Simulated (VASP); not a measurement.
# Cd2S (P3m1) in VASP: single point with LDA

Aim: the single point of Cd2S with LDA.

All numbers are computed with VASP 6.6.1; they aren't measurements. Logs are shortened: lines on timing, memory, paths and dates and some standing lists are left out, and cuts for length are marked.

### Step 1. The cell of the first run

Symmetry: P3m1, No. 156, trigonal system. Conventional cell: a = 3.963 Å, b = 3.963 Å, c = 5.809 Å, α = 90.00°, β = 90.00°, γ = 120.00°. Cd (site symmetry 3m) has 3 S at 2.58 Å and 3 Cd at 3.08 Å within 3.4 Å. Within 3.4 Å of Cd (site symmetry 3m) lie 2 S at 2.57 to 3.24 Å and 3 Cd at 3.08 Å. Within 3.4 Å of S (site symmetry 3m) lie 5 Cd at 2.57 to 3.24 Å.

### Step 2. Single point, LDA

INCAR reads:

```
SYSTEM = Cd2S
PREC = Accurate ; ENCUT = 520
EDIFF = 1E-6 ; ISMEAR = 0
SIGMA = 0.03 ; LREAL = .FALSE.
LASPH = .TRUE. ; NELM = 100
ALGO = Normal ; ISIF = 2
LWAVE = .FALSE. ; LCHARG = .FALSE.
NBANDS = 22
```

KPOINTS reads:

```
Automatic mesh
0
G
  12 12 6
  0 0 0
```

POSCAR reads:

```
Cd2S
1.0
    3.9626700490      0.0000000000      0.0000000000
   -1.9813350245      3.4317729293      0.0000000000
    0.0000000000      0.0000000000      5.8091920000
Cd S
2 1
Direct
    0.6666666667      0.3333333333      0.5787350000
    0.3333333333      0.6666666667      0.9327170000
    0.3333333333      0.6666666667      0.3743120490
```

Potentials or basis: VASP PAW LDA potentials, release 64 (Cd, S).

Run with:

```bash
cat potpaw_LDA.64/Cd/POTCAR potpaw_LDA.64/S/POTCAR > POTCAR
mpirun -np 1 vasp_std > vasp.out
```

OUTCAR:

```text
SYSTEM = Cd2S
   PREC = Accurate
   ENCUT = 520
   EDIFF = 1E-6
   ISMEAR = 0
   LREAL = .FALSE.
   LASPH = .TRUE.
   NELM = 100
   ISIF = 2

 ion  position               nearest neighbor table
   1  0.667  0.333  0.579-   3 2.58   3 2.58   3 2.58   2 3.08   2 3.08   2 3.08
   2  0.333  0.667  0.933-   3 2.57   1 3.08   1 3.08   1 3.08   3 3.24
   3  0.333  0.667  0.374-   2 2.57   1 2.58   1 2.58   1 2.58   2 3.24

  LATTYP: Found a hexagonal cell.
 ALAT       =     3.9626700490
 C/A-ratio  =     1.4659792332

  Lattice vectors:

 A1 = (   3.9626700490,   0.0000000000,   0.0000000000)
 A2 = (  -1.9813350245,   3.4317729293,   0.0000000000)
 A3 = (   0.0000000000,   0.0000000000,   5.8091920000)

Analysis of symmetry for initial positions (statically):
=====================================================================
 Subroutine PRICEL returns:
 Original cell was already a primitive cell.

 Routine SETGRP: Setting up the symmetry group for a
 hexagonal supercell.

 Subroutine GETGRP returns: Found  6 space group operations
 (whereof  6 operations were pure point group operations)
 out of a pool of 24 trial point group operations.

The static configuration has the point symmetry C_3v.

Analysis of symmetry for dynamics (positions and initial velocities):
=====================================================================
 Subroutine PRICEL returns:
 Original cell was already a primitive cell.

 Routine SETGRP: Setting up the symmetry group for a
 hexagonal supercell.

 Subroutine GETGRP returns: Found  6 space group operations
 (whereof  6 operations were pure point group operations)
 out of a pool of 24 trial point group operations.

The dynamic configuration has the point symmetry C_3v.

 Subroutine INISYM returns: Found  6 space group operations
 (whereof  6 operations are pure point group operations),
 and found     1 'primitive' translations

----------------------------------------------------------------------------------------

                                     Primitive cell

  volume of cell :      78.9991

  direct lattice vectors                    reciprocal lattice vectors
     3.962670049  0.000000000  0.000000000     0.252355101  0.145697285  0.000000000
    -1.981335025  3.431772929  0.000000000     0.000000000  0.291394571  0.000000000
     0.000000000  0.000000000  5.809192000     0.000000000  0.000000000  0.172140979

  length of vectors
     3.962670049  3.962670049  5.809192000     0.291394571  0.291394571  0.172140979

  position of ions in fractional coordinates (direct lattice)
     0.666666667  0.333333333  0.578735000
     0.333333333  0.666666667  0.932717000
     0.333333333  0.666666667  0.374312049

  ion indices of the primitive-cell ions
   primitive index   ion index
                 1           1
                 2           2
                 3           3

----------------------------------------------------------------------------------------

 KPOINTS: Automatic mesh

Automatic generation of k-mesh.
 Grid dimensions read from file:
 generate k-points for:   12   12    6

 Generating k-lattice:

  Cartesian coordinates                     Fractional coordinates (reciprocal lattice)
     0.021029592  0.012141440  0.000000000     0.083333333 -0.000000000  0.000000000
     0.000000000  0.024282881  0.000000000     0.000000000  0.083333333  0.000000000
     0.000000000  0.000000000  0.028690163     0.000000000  0.000000000  0.166666667

  Length of vectors
     0.024282881  0.024282881  0.028690163

  Shift w.r.t. Gamma in fractional coordinates (k-lattice)
     0.000000000  0.000000000  0.000000000

 Subroutine IBZKPT returns following result:
 ===========================================

 Found    100 irreducible k-points:

 Following reciprocal coordinates:
            Coordinates               Weight
  0.000000  0.000000  0.000000      1.000000
  0.083333 -0.000000  0.000000      6.000000
  0.166667 -0.000000  0.000000      6.000000
  0.250000  0.000000  0.000000      6.000000
  0.333333 -0.000000  0.000000      6.000000
  0.416667 -0.000000  0.000000      6.000000
[... 16 lines left out ...]
  0.166667 -0.000000  0.166667      6.000000
  0.000000  0.166667  0.166667      6.000000
 [... further k-points ...]
   k-points           NKPTS =    100   k-points in BZ     NKDIM =    100   number of bands    NBANDS=     22
   number of dos      NEDOS =    301   number of ions     NIONS =      3
   total plane-waves  NPLWV =  43200
   dimension x,y,z NGX =    30 NGY =   30 NGZ =   48
   dimension x,y,z NGXF=    60 NGYF=   60 NGZF=   96
   ions per type =               2   1
   NGX,Y,Z   is equivalent  to a cutoff of  12.59, 12.59, 13.74 a.u.
   NGXF,Y,Z  is equivalent  to a cutoff of  25.17, 25.17, 27.47 a.u.
 SYSTEM =  Cd2S
   PREC   = accura    normal or accurate (medium, high low for compatibility)
   ISTART =      0    job   : 0-new  1-cont  2-samecut
   ICHARG =      2    charge: 1-file 2-atom 10-const
   ISPIN  =      1    spin polarized calculation?
   LNONCOLLINEAR =      F non collinear calculations
   LSORBIT =      F    spin-orbit coupling
   LASPH  =      T    aspherical Exc in radial PAW
   ENCUT  =  520.0 eV  38.22 Ry    6.18 a.u.   7.37  7.37 10.80*2*pi/ulx,y,z
   NELM   =    100;   NELMIN=  2; NELMDL= -5     # of ELM steps
   EDIFF  = 0.1E-05   stopping-criterion for ELM
   LREAL  =      F    real-space projection
   EDIFFG = 0.1E-04   stopping-criterion for IOM
   NSW    =      0    number of steps for IOM
   IBRION =     -1    ionic relax: 0-MD 1-quasi-New 2-CG
   NFREE  =      0    steps in history (QN), initial steepest desc. (CG)
   ISIF   =      2    stress and relaxation
   ISYM   =      2    0-nonsym 1-usesym 2-fastsym
   POTIM  = 0.5000    time-step for ionic-motion
   TEBEG  =    0.0;   TEEND  =   0.0 temperature during run
   PSTRESS=    0.0 pullay stress
   NELECT =      30.0000    total number of electrons
   NUPDOWN=      -1.0000    fix difference up-down
   EMIN   =  10.00;   EMAX   =-10.00  energy-range for DOS
   EFERMI =   0.00;   METHOD = LEGACY
   ISMEAR =     0;   SIGMA  =   0.03  broadening in eV -4-tet -1-fermi 0-gaus
   EFERMI_NEDOS =   21; number of points for ismear=-14 and -15
   IALGO  =     38    algorithm
   IMIX   =      4    mixing-type and parameters
     AMIX     =   0.40;   BMIX     =  1.00
     AMIX_MAG =   1.60;   BMIX_MAG =  1.00
  volume/ion in A,a.u.               =      26.33       177.70
  Fermi-wavevector in a.u.,A,eV,Ry     =   1.185517  2.240303 19.122322  1.405451
  Thomas-Fermi vector in A             =   2.321709
   LORBIT       =      0    0 simple, 1 ext, 2 COOP (PROOUT), +10 PAW based schemes
   GGA     = CA    functional components
   LHFCALC =     F    Hartree Fock is set to
   AEXX    =    0.0000 exact exchange contribution
   IVDW    =     0    specifies the selected vdW correction
   LEPSILON=     F    determine dielectric tensor
   LRPA    =     F    only Hartree local field effects (RPA)
 non-spin polarized calculation
 Gauss-broadening in eV      SIGMA  =   0.03
  energy-cutoff  :      520.00
  volume of cell :       79.00
 maximum number of plane-waves:      2157
 NGX is ok and might be reduce to    30
   NGX = 15   NGY = 15   NGZ = 21

 number of electron      29.9999999 magnetization

 Free energy of the ion-electron system (eV)
  ---------------------------------------------------
  ext. energy  EPLUGINS =         0.00000000
  ---------------------------------------------------
  free energy    TOTEN  =        -8.07727879 eV

  energy without entropy =       -8.07727874  energy(sigma->0) =       -8.07727876

 E-fermi :   1.2791     XC(G=0):  -9.6669

 val. band max:        1.1939651092   @ k =   0.3333   0.3333   0.1667
 cond. band min:       1.3661807685   @ k =   0.5000   0.0000   0.1667
 fundamental gap:      0.1722156592
 Fermi energy:         1.2790680118

 k-point     1 :       0.0000    0.0000    0.0000
  band No.  band energies     occupation
      1     -11.4946      2.00000
      2      -7.1948      2.00000
      3      -7.1948      2.00000
      4      -7.1468      2.00000
      5      -7.1468      2.00000
      6      -7.0151      2.00000
[... 14 lines left out ...]
     21       9.3358      0.00000
     22      11.0481      0.00000

 k-point     2 :       0.0833   -0.0000    0.0000
  band No.  band energies     occupation
      1     -11.4700      2.00000
      2      -7.1986      2.00000
      3      -7.1940      2.00000
      4      -7.1422      2.00000
      5      -7.1304      2.00000
      6      -6.9922      2.00000
[... 14 lines left out ...]
     21       9.3378      0.00000
     22      11.1215      0.00000

 k-point     3 :       0.1667   -0.0000    0.0000
  band No.  band energies     occupation
      1     -11.4025      2.00000
      2      -7.2051      2.00000
      3      -7.1940      2.00000
      4      -7.1277      2.00000
      5      -7.0842      2.00000
      6      -6.9401      2.00000
[... 14 lines left out ...]
     21       9.3788      0.00000
     22      10.3538      0.00000

 k-point     4 :       0.2500    0.0000    0.0000
  band No.  band energies     occupation
      1     -11.3097      2.00000
      2      -7.2067      2.00000
      3      -7.1992      2.00000
      4      -7.1062      2.00000
      5      -7.0172      2.00000
      6      -6.9238      2.00000
[... 14 lines left out ...]
     21       9.3417      0.00000
     22       9.7080      0.00000

 k-point     5 :       0.3333   -0.0000    0.0000
  band No.  band energies     occupation
      1     -11.2163      2.00000
      2      -7.2088      2.00000
      3      -7.1984      2.00000
      4      -7.0904      2.00000
      5      -6.9426      2.00000
      6      -6.9304      2.00000
[... 417 lines left out ...]
 k-point    22 :       0.0000    0.0833    0.1667
  band No.  band energies     occupation
      1     -11.4427      2.00000
      2      -7.2149      2.00000
      3      -7.2016      2.00000
      4      -7.1519      2.00000
      5      -7.1342      2.00000
      6      -7.1264      2.00000
[... 14 lines left out ...]
     21       9.3372      0.00000
     22      10.9018      0.00000

 k-point    23 :       0.1667   -0.0000    0.1667
  band No.  band energies     occupation
      1     -11.3759      2.00000
      2      -7.2418      2.00000
      3      -7.1897      2.00000
      4      -7.1357      2.00000
      5      -7.0983      2.00000
      6      -7.0520      2.00000
[... 14 lines left out ...]
     21       9.2074      0.00000
     22       9.9153      0.00000

 k-point    24 :       0.0000    0.1667    0.1667
  band No.  band energies     occupation
      1     -11.3759      2.00000
      2      -7.2253      2.00000
      3      -7.1969      2.00000
      4      -7.1443      2.00000
      5      -7.0890      2.00000
      6      -7.0732      2.00000
[... 14 lines left out ...]
     21       9.5921      0.00000
     22      10.2453      0.00000

 [... further k-points ...]

------------------------ aborting loop because EDIFF is reached ----------------------------------------

  FORCE on cell =-STRESS in cart. coord.  units (eV):
  Direction    XX          YY          ZZ          XY          YZ          ZX
  --------------------------------------------------------------------------------------
  -------------------------------------------------------------------------------------
  Total       -1.8136974     -1.8136974     -2.8692852      0.0000000      0.0000000      0.0000000
  in kB      -36.7835148    -36.7835148    -58.1918432      0.0000000      0.0000000      0.0000000
  external PRESSURE =     -43.9196243 kB  Pullay stress =       0.0000000 kB

 VOLUME and BASIS-vectors are now :
 -----------------------------------------------------------------------------
  energy-cutoff  :      520.00
  volume of cell :       79.00
      direct lattice vectors                 reciprocal lattice vectors
     3.962670049  0.000000000  0.000000000     0.252355101  0.145697285  0.000000000
    -1.981335025  3.431772929  0.000000000     0.000000000  0.291394571  0.000000000
     0.000000000  0.000000000  5.809192000     0.000000000  0.000000000  0.172140979

 POSITION                                       TOTAL-FORCE (eV/Angst)
 -----------------------------------------------------------------------------------
      1.98134      1.14392      3.36198         0.000000      0.000000     -0.007524
     -0.00000      2.28785      5.41833        -0.000000      0.000000      0.152793
     -0.00000      2.28785      2.17445         0.000000     -0.000000     -0.145269
 -----------------------------------------------------------------------------------
    total drift:                                0.000000     -0.000000     -0.000202

  FREE ENERGIE OF THE ION-ELECTRON SYSTEM (eV)
  ---------------------------------------------------
  free  energy   TOTEN  =        -8.0772787897 eV

  energy  without entropy=       -8.0772787391  energy(sigma->0) =       -8.07727876
```

Run time: 2.5 min. Hardware: 1 thread of Intel Xeon 6975P-C, shared host; peak memory 0.28 GiB.

What came out:

```
Free energy            : -8.0773 eV
Pressure               : -4.4 GPa
Largest force          : 0.153 eV/Å
Band gap on the k mesh : 0.17 eV, indirect (least direct gap 0.43 eV)
```

Forces on the atoms (eV/Å):
```
Cd   0.000  0.000 -0.008
Cd   0.000  0.000  0.153
S    0.000  0.000 -0.145
```

Levels at points of the mesh, in eV from the valence-band top:
| k point | band 12 | band 13 | band 14 | band 15 | band 16 | band 17 | band 18 | band 19 |
| --- | --- | --- | --- | --- | --- | --- | --- | --- |
| (0.00, 0.00, 0.00) | -4.57 | -3.68 | -0.76 | -0.76 | 2.90 | 4.83 | 6.60 | 6.60 |
| (0.50, 0.00, 0.00) | -4.63 | -3.03 | -1.68 | -1.35 | 0.50 | 3.06 | 4.50 | 5.70 |
| (0.00, 0.00, 0.50) | -6.00 | -0.68 | -0.68 | -0.17 | 0.93 | 4.45 | 6.22 | 6.22 |
| (0.50, 0.00, 0.50) | -4.24 | -3.78 | -1.48 | -1.01 | 1.52 | 3.15 | 4.41 | 5.52 |

Caveat: the cell differs from its parent crystal (all S atoms moved -0.050 Å, as atom 3 towards its neighbour atom 2 (Cd) at 2.515 Å). A k mesh can miss the band edges.
